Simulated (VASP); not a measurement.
Runs of VASP 6.6.1 on CaO. The structure is that of space group Fm-3m (No. 225), or close to it. The cells are those of the table. 

```tsv
task	level	cell	k mesh	cutoff (eV)	gap on the mesh (eV)	pressure (GPa)
single point	HF	a = 3.435 Å, angles 60.0°, 2 atoms	5 × 5 × 5	520	(a)	0.7
relaxation of cell and atoms	HSE06	relaxed from a = 3.399 Å, angles 60.0°, 2 atoms	5 × 5 × 5	600	5.50	0.0
single point	PBE0	a = 3.399 Å, angles 60.0°, 2 atoms	6 × 6 × 6	520	6.05	-0.1
single point	B3LYP	a = 3.399 Å, angles 60.0°, 2 atoms	6 × 6 × 6	520	(b)	2.4
```

Alike in all rows: no spin polarisation.

Problem. Fill in the values left out.

Solution. (a) 14.21; (b) 5.66.

Caveats: some runs use coarse meshes; the PAW data sets were made with another functional, which shifts forces and pressure a little; an odd mesh through Γ misses points on the zone boundary, where band edges can lie (at least some runs); the relaxation stopped at its first step, so nothing moved (at least some runs).
